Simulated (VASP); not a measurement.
# Fe (Im-3m) in VASP: notebook

Runs on Fe. Level: LDA. Tasks: single point, relaxation of cell and atoms.

Program: VASP 6.6.1. These are calculated values, not measurements. Logs are shortened: lines on timing, memory, paths and dates and some standing lists are left out, and cuts for length are marked.

## (1) The cell of the first run

The structure is cubic, space group Im-3m (No. 229). The conventional cell has a = 2.752 Å, b = 2.752 Å, c = 2.752 Å, α = 90.00°, β = 90.00°, γ = 90.00°. Within 3.1 Å of Fe (site symmetry m-3m) lie 14 Fe at 2.38 to 2.75 Å.

## (2) Single point, LDA, collinear spin, ferromagnetic start

INCAR reads:

```
ALGO = Normal ; EDIFF = 1E-6
ENCUT = 520 ; ISIF = 2
ISMEAR = 0 ; ISPIN = 2
LASPH = T ; LCHARG = T
LELF = T ; LMAXMIX = 4
LORBIT = 11 ; LREAL = F
LVHAR = T ; LWAVE = F
MAGMOM = 2.44 ; NBANDS = 14
NELM = 150 ; PREC = Accurate
SIGMA = 0.1
```

KPOINTS reads:

```
k-points
0
Gamma
  20 20 20
```

POSCAR reads:

```
Fe
1.0
   -1.3757900979      1.3757900979      1.3757900979
    1.3757900979     -1.3757900979      1.3757900979
    1.3757900979      1.3757900979     -1.3757900979
Fe
1
Direct
    0.0000000000      0.0000000000      0.0000000000
```

Potentials or basis: VASP PAW LDA potentials, release 64 (Fe).

Command:

```console
cat potpaw_LDA.64/Fe/POTCAR > POTCAR
mpirun -np 1 vasp_std > vasp.out
```

OUTCAR:

```text
EDIFF = 1E-6
   ENCUT = 520
   ISIF = 2
   ISMEAR = 0
   ISPIN = 2
   LASPH = T
   LORBIT = 11
   LREAL = F
   NELM = 150
   PREC = Accurate

 ion  position               nearest neighbor table
   1  0.000  0.000  0.000-

  LATTYP: Found a body centered cubic cell.
 ALAT       =     2.7515801958

  Lattice vectors:

 A1 = (  -1.3757900979,   1.3757900979,   1.3757900979)
 A2 = (   1.3757900979,  -1.3757900979,   1.3757900979)
 A3 = (   1.3757900979,   1.3757900979,  -1.3757900979)

Analysis of symmetry for initial positions (statically):
=====================================================================
 Subroutine PRICEL returns:
 Original cell was already a primitive cell.

 Routine SETGRP: Setting up the symmetry group for a
 body centered cubic supercell.

 Subroutine GETGRP returns: Found 48 space group operations
 (whereof 48 operations were pure point group operations)
 out of a pool of 48 trial point group operations.

The static configuration has the point symmetry O_h .

Analysis of symmetry for dynamics (positions and initial velocities):
=====================================================================
 Subroutine PRICEL returns:
 Original cell was already a primitive cell.

 Routine SETGRP: Setting up the symmetry group for a
 body centered cubic supercell.

 Subroutine GETGRP returns: Found 48 space group operations
 (whereof 48 operations were pure point group operations)
 out of a pool of 48 trial point group operations.

The dynamic configuration has the point symmetry O_h .

Analysis of structural, dynamic, and magnetic symmetry:
=====================================================================
 Subroutine PRICEL returns:
 Original cell was already a primitive cell.

 Routine SETGRP: Setting up the symmetry group for a
 body centered cubic supercell.

 Subroutine GETGRP returns: Found 48 space group operations
 (whereof 48 operations were pure point group operations)
 out of a pool of 48 trial point group operations.

The overall configuration has the point symmetry O_h .

 Subroutine INISYM returns: Found 48 space group operations
 (whereof 48 operations are pure point group operations),
 and found     1 'primitive' translations

----------------------------------------------------------------------------------------

                                     Primitive cell

  volume of cell :      10.4164

  direct lattice vectors                    reciprocal lattice vectors
    -1.375790098  1.375790098  1.375790098     0.000000000  0.363427532  0.363427532
     1.375790098 -1.375790098  1.375790098     0.363427532  0.000000000  0.363427532
     1.375790098  1.375790098 -1.375790098     0.363427532  0.363427532  0.000000000

  length of vectors
     2.382938350  2.382938350  2.382938350     0.513964145  0.513964145  0.513964145

  position of ions in fractional coordinates (direct lattice)
     0.000000000  0.000000000  0.000000000

  ion indices of the primitive-cell ions
   primitive index   ion index
                 1           1

----------------------------------------------------------------------------------------

 KPOINTS: k-points

Automatic generation of k-mesh.
 Grid dimensions read from file:
 generate k-points for:   20   20   20

 Generating k-lattice:

  Cartesian coordinates                     Fractional coordinates (reciprocal lattice)
     0.000000000  0.018171377  0.018171377     0.050000000  0.000000000  0.000000000
     0.018171377  0.000000000  0.018171377     0.000000000  0.050000000  0.000000000
     0.018171377  0.018171377  0.000000000     0.000000000  0.000000000  0.050000000

  Length of vectors
     0.025698207  0.025698207  0.025698207

  Shift w.r.t. Gamma in fractional coordinates (k-lattice)
     0.000000000  0.000000000  0.000000000

 Subroutine IBZKPT returns following result:
 ===========================================

 Found    256 irreducible k-points:

 Following reciprocal coordinates:
            Coordinates               Weight
  0.000000  0.000000  0.000000      1.000000
  0.050000  0.000000  0.000000     12.000000
  0.100000  0.000000  0.000000     12.000000
  0.150000  0.000000  0.000000     12.000000
  0.200000  0.000000  0.000000     12.000000
  0.250000  0.000000  0.000000     12.000000
[... 16 lines left out ...]
  0.200000  0.100000  0.000000     48.000000
  0.250000  0.100000  0.000000     48.000000
 [... further k-points ...]
   k-points           NKPTS =    256   k-points in BZ     NKDIM =    256   number of bands    NBANDS=     14
   number of dos      NEDOS =    301   number of ions     NIONS =      1
   total plane-waves  NPLWV =   5832
   dimension x,y,z NGX =    18 NGY =   18 NGZ =   18
   dimension x,y,z NGXF=    36 NGYF=   36 NGZF=   36
   ions per type =               1
   NGX,Y,Z   is equivalent  to a cutoff of  12.56, 12.56, 12.56 a.u.
   NGXF,Y,Z  is equivalent  to a cutoff of  25.12, 25.12, 25.12 a.u.
 SYSTEM =  unknown system
   PREC   = accura    normal or accurate (medium, high low for compatibility)
   ISTART =      0    job   : 0-new  1-cont  2-samecut
   ICHARG =      2    charge: 1-file 2-atom 10-const
   ISPIN  =      2    spin polarized calculation?
   LNONCOLLINEAR =      F non collinear calculations
   LSORBIT =      F    spin-orbit coupling
   LASPH  =      T    aspherical Exc in radial PAW
   ENCUT  =  520.0 eV  38.22 Ry    6.18 a.u.   4.43  4.43  4.43*2*pi/ulx,y,z
   NELM   =    150;   NELMIN=  2; NELMDL= -5     # of ELM steps
   EDIFF  = 0.1E-05   stopping-criterion for ELM
   LREAL  =      F    real-space projection
   EDIFFG = 0.1E-04   stopping-criterion for IOM
   NSW    =      0    number of steps for IOM
   IBRION =     -1    ionic relax: 0-MD 1-quasi-New 2-CG
   NFREE  =      0    steps in history (QN), initial steepest desc. (CG)
   ISIF   =      2    stress and relaxation
   ISYM   =      2    0-nonsym 1-usesym 2-fastsym
   POTIM  = 0.5000    time-step for ionic-motion
   TEBEG  =    0.0;   TEEND  =   0.0 temperature during run
   PSTRESS=    0.0 pullay stress
   NELECT =       8.0000    total number of electrons
   NUPDOWN=      -1.0000    fix difference up-down
   EMIN   =  10.00;   EMAX   =-10.00  energy-range for DOS
   EFERMI =   0.00;   METHOD = LEGACY
   ISMEAR =     0;   SIGMA  =   0.10  broadening in eV -4-tet -1-fermi 0-gaus
   EFERMI_NEDOS =   21; number of points for ismear=-14 and -15
   IALGO  =     38    algorithm
   IMIX   =      4    mixing-type and parameters
     AMIX     =   0.40;   BMIX     =  1.00
     AMIX_MAG =   1.60;   BMIX_MAG =  1.00
  volume/ion in A,a.u.               =      10.42        70.29
  Fermi-wavevector in a.u.,A,eV,Ry     =   1.499222  2.833119 30.581366  2.247667
  Thomas-Fermi vector in A             =   2.610880
   LORBIT       =     11    0 simple, 1 ext, 2 COOP (PROOUT), +10 PAW based schemes
   GGA     = CA    functional components
   LHFCALC =     F    Hartree Fock is set to
   AEXX    =    0.0000 exact exchange contribution
   IVDW    =     0    specifies the selected vdW correction
   LEPSILON=     F    determine dielectric tensor
   LRPA    =     F    only Hartree local field effects (RPA)
 spin polarized calculation
 Gauss-broadening in eV      SIGMA  =   0.10
  energy-cutoff  :      520.00
  volume of cell :       10.42
 maximum number of plane-waves:       321
 NGX is ok and might be reduce to    18
   NGX =  9   NGY =  9   NGZ =  9

 number of electron       7.9999993 magnetization       1.9800911

 Free energy of the ion-electron system (eV)
  ---------------------------------------------------
  ext. energy  EPLUGINS =         0.00000000
  ---------------------------------------------------
  free energy    TOTEN  =        -9.22723190 eV

  energy without entropy =       -9.22253045  energy(sigma->0) =       -9.22488118

 E-fermi :   6.6828     XC(G=0): -13.9132

 val. band max:        6.6735307307   @ k =  -0.2000   0.3500   0.0500
 cond. band min:       6.6836324013   @ k =  -0.4000  -0.4500   0.1000
 fundamental gap:      0.0101016706
 Fermi energy:         6.6827916432

 spin component 1

 k-point     1 :       0.0000    0.0000    0.0000
  band No.  band energies     occupation
      1      -2.3978      1.00000
      2       4.1885      1.00000
      3       4.1885      1.00000
      4       4.1885      1.00000
      5       5.7357      1.00000
      6       5.7357      1.00000
      7      32.3543      0.00000
      8      32.3543      0.00000
      9      32.3543      0.00000
     10      38.0876      0.00000
     11      38.0876      0.00000
     12      40.7565      0.00000
     13      40.7565      0.00000
     14      40.7565      0.00000

 k-point     2 :       0.0500    0.0000    0.0000
  band No.  band energies     occupation
      1      -2.2865      1.00000
      2       4.1551      1.00000
      3       4.1859      1.00000
      4       4.2528      1.00000
      5       5.7008      1.00000
      6       5.7384      1.00000
      7      31.6956      0.00000
      8      32.2230      0.00000
      9      32.3070      0.00000
     10      37.6706      0.00000
     11      38.5080      0.00000
     12      39.2490      0.00000
     13      39.4599      0.00000
     14      41.0232      0.00000
[... 343 lines left out ...]
      1       0.2658      1.00000
      2       3.5424      1.00000
      3       3.7968      1.00000
      4       5.4099      1.00000
      5       5.8601      1.00000
      6       5.9731      1.00000
      7      23.5168      0.00000
      8      26.5907      0.00000
      9      30.7878      0.00000
     10      32.9358      0.00000
     11      37.5536      0.00000
     12      38.7477      0.00000
     13      44.2923      0.00000
     14      45.0350      0.00000

 k-point    24 :       0.2500    0.1000    0.0000
  band No.  band energies     occupation
      1       0.9210      1.00000
      2       3.3528      1.00000
      3       3.8887      1.00000
      4       5.4902      1.00000
      5       5.9619      1.00000
      6       6.5042      0.99422
      7      21.2091      0.00000
      8      25.7013      0.00000
      9      29.5720      0.00000
     10      32.8419      0.00000
     11      37.7030      0.00000
     12      39.2003      0.00000
     13      44.9911      0.00000
     14      47.2578      0.00000

 [... further k-points ...]

 spin component 2

 k-point     1 :       0.0000    0.0000    0.0000
  band No.  band energies     occupation
      1      -2.0179      1.00000
      2       5.7989      1.00000
      3       5.7989      1.00000
      4       5.7989      1.00000
      5       7.8534      0.00000
      6       7.8534      0.00000
      7      32.5321      0.00000
      8      32.5321      0.00000
      9      32.5321      0.00000
     10      38.5679      0.00000
     11      38.5679      0.00000
     12      41.5508      0.00000
     13      41.5508      0.00000
     14      41.5508      0.00000

 k-point     2 :       0.0500    0.0000    0.0000
  band No.  band energies     occupation
      1      -1.9059      1.00000
      2       5.7609      1.00000
      3       5.7934      1.00000
      4       5.8674      1.00000
      5       7.8114      0.00000
      6       7.8563      0.00000
      7      31.9514      0.00000
      8      32.4220      0.00000
      9      32.5127      0.00000
     10      38.1667      0.00000
     11      38.9789      0.00000
     12      40.0752      0.00000
     13      40.2533      0.00000
     14      41.7944      0.00000
[... 343 lines left out ...]
      1       0.7342      1.00000
      2       5.0616      1.00000
      3       5.2821      1.00000
      4       7.4004      0.00000
      5       7.5987      0.00000
      6       8.0583      0.00000
      7      24.2767      0.00000
      8      27.1661      0.00000
      9      31.4452      0.00000
     10      33.3806      0.00000
     11      38.0999      0.00000
     12      39.3243      0.00000
     13      44.7680      0.00000
     14      45.6537      0.00000

 k-point    24 :       0.2500    0.1000    0.0000
  band No.  band energies     occupation
      1       1.5160      1.00000
      2       4.8487      1.00000
      3       5.2494      1.00000
      4       7.4647      0.00000
      5       8.0455      0.00000
      6       8.2477      0.00000
      7      22.0537      0.00000
      8      26.2759      0.00000
      9      30.2025      0.00000
     10      33.3564      0.00000
     11      38.3203      0.00000
     12      39.7113      0.00000
     13      45.4401      0.00000
     14      47.8569      0.00000

 [... further k-points ...]
[... 5 lines left out ...]
  --------------------------------------------------------------------------------------
  -------------------------------------------------------------------------------------
  Total       -0.0599780     -0.0599780     -0.0599780     -0.0000000     -0.0000000     -0.0000000
  in kB       -9.2254187     -9.2254187     -9.2254187     -0.0000000     -0.0000000     -0.0000000
  external PRESSURE =      -9.2254187 kB  Pullay stress =       0.0000000 kB

 VOLUME and BASIS-vectors are now :
 -----------------------------------------------------------------------------
  energy-cutoff  :      520.00
  volume of cell :       10.42
      direct lattice vectors                 reciprocal lattice vectors
    -1.375790098  1.375790098  1.375790098     0.000000000  0.363427532  0.363427532
     1.375790098 -1.375790098  1.375790098     0.363427532  0.000000000  0.363427532
     1.375790098  1.375790098 -1.375790098     0.363427532  0.363427532  0.000000000

 POSITION                                       TOTAL-FORCE (eV/Angst)
 -----------------------------------------------------------------------------------
      0.00000      0.00000      0.00000         0.000000     -0.000000      0.000000
 -----------------------------------------------------------------------------------
    total drift:                                0.000000      0.000000      0.000000

  FREE ENERGIE OF THE ION-ELECTRON SYSTEM (eV)
  ---------------------------------------------------
  free  energy   TOTEN  =        -9.2272319020 eV

  energy  without entropy=       -9.2225304513  energy(sigma->0) =       -9.22488118

 total charge

# of ion       s       p       d       tot
------------------------------------------
    1        0.526   0.616   6.330   7.473

 magnetization (x)

# of ion       s       p       d       tot
------------------------------------------
    1       -0.009  -0.033   1.989   1.947
```

It took 48 s on 1 thread of Intel Xeon Platinum 8488C (Sapphire Rapids), shared host; peak memory 0.16 GiB.

What came out:

```
Free energy                                           : -9.2272 eV
Pressure                                              : -0.9 GPa
Band gap on the k mesh                                : zero (filled and empty bands overlap)
Net moment                                            : 1.98 μB per cell
Site moments                                          : Fe +1.95 μB
Valence electrons inside the program's atomic spheres : Fe 7.47
```

## (3) Relaxation of cell and atoms, LDA, collinear spin, ferromagnetic start

This run uses another cell than the first one, of 11.35 Å³/atom.

INCAR reads:

```
SYSTEM = Fe
PREC = Accurate
ENCUT = 600
EDIFF = 1E-7
ISMEAR = 0
SIGMA = 0.1
LREAL = .FALSE.
LASPH = .TRUE.
NELM = 150
ALGO = Normal
ISIF = 3
LWAVE = .FALSE.
LCHARG = .FALSE.
ISPIN = 2
MAGMOM = 2.44
LORBIT = 11
LMAXMIX = 4
GGA = CA
IBRION = 2
NSW = 70
EDIFFG = -0.005
```

KPOINTS reads:

```
regular mesh
0
G
  20 20 20
  0 0 0
```

POSCAR reads:

```
Fe
1.0
   -1.4157898473      1.4157898473      1.4157898473
    1.4157898473     -1.4157898473      1.4157898473
    1.4157898473      1.4157898473     -1.4157898473
Fe
1
Direct
    0.0000000000      0.0000000000      0.0000000000
```

Potentials or basis: VASP PAW LDA potentials, release 64 (Fe).

Command:

```console
cat potpaw_LDA.64/Fe/POTCAR > POTCAR
mpirun -np 1 vasp_std > vasp.out
```

Wall time 2.5 min (1 thread of Intel Xeon Platinum 8488C (Sapphire Rapids), shared host); peak memory 0.18 GiB.

Results (log left out):

| Property | Result |
| --- | --- |
| Free energy | -9.2275 eV |
| Relaxed volume | 10.38 Å³/atom |
| Relaxed cell | a = 2.380 Å, b = 2.380 Å, c = 2.380 Å, α = 109.47°, β = 109.47°, γ = 109.47° |
| Space group after relaxing (to 0.1 Å) | Im-3m (No. 229) |
| Energy gained by relaxing | 62.3 meV/atom |
| Ionic steps | 7 |
| Pressure after relaxing | 0.0 GPa |
| Band gap on the k mesh | zero (filled and empty bands overlap) |
| Net moment | 1.97 μB per cell |
| Site moments | Fe +1.94 μB |
| Valence electrons inside the program's atomic spheres | Fe 7.48 |

Step by step:
| step | energy change (eV) | largest force (eV/Å) | pressure (GPa) | volume (Å³) |
| --- | --- | --- | --- | --- |
| 1 | 0.0000 | 0.0000 | -18.71 | 11.35 |
| 2 | 0.0439 | 0.0000 | 34.99 | 9.31 |
| 3 | -0.0622 | 0.0000 | -0.57 | 10.40 |
| 4 | -0.0623 | 0.0000 | -0.12 | 10.38 |
| 5 | -0.0623 | 0.0000 | 0.35 | 10.36 |
| 6 | -0.0623 | 0.0000 | -0.36 | 10.39 |
| 7 | -0.0623 | 0.0000 | -0.01 | 10.38 |

Final structure:
```yaml
crystal:
  lattice:
    - [-1.37398, 1.37398, 1.37398]
    - [1.37398, -1.37398, 1.37398]
    - [1.37398, 1.37398, -1.37398]
  atoms:
    - { symbol: Fe, position: [0.00000, 0.00000, 0.00000] }
```

Levels at points of the mesh, in eV from the Fermi level:
Spin up:
| k point | band 3 | band 4 | band 5 | band 6 | band 7 | band 8 |
| --- | --- | --- | --- | --- | --- | --- |
| (0.00, 0.00, 0.00) | -2.50 | -2.50 | -0.95 | -0.95 | 25.71 | 25.71 |
| (0.50, 0.00, 0.00) | -0.91 | -0.71 | 0.36 | 0.63 | 8.18 | 18.98 |
| (0.50, 0.50, 0.50) | 0.31 | 0.31 | 0.31 | 10.42 | 10.42 | 10.42 |
Spin down:
| k point | band 1 | band 2 | band 3 | band 4 | band 5 | band 6 | band 7 | band 8 |
| --- | --- | --- | --- | --- | --- | --- | --- | --- |
| (0.00, 0.00, 0.00) | -8.73 | -0.90 | -0.90 | -0.90 | 1.17 | 1.17 | 25.89 | 25.89 |
| (0.50, 0.00, 0.00) | -4.35 | -2.32 | 0.75 | 1.08 | 1.45 | 2.49 | 9.42 | 19.29 |
| (0.50, 0.50, 0.50) | -3.94 | -3.94 | 2.15 | 2.15 | 2.15 | 10.88 | 10.88 | 10.88 |

LDA usually gives volumes a few per cent too small. Zero-point motion and thermal expansion aren't in these numbers.
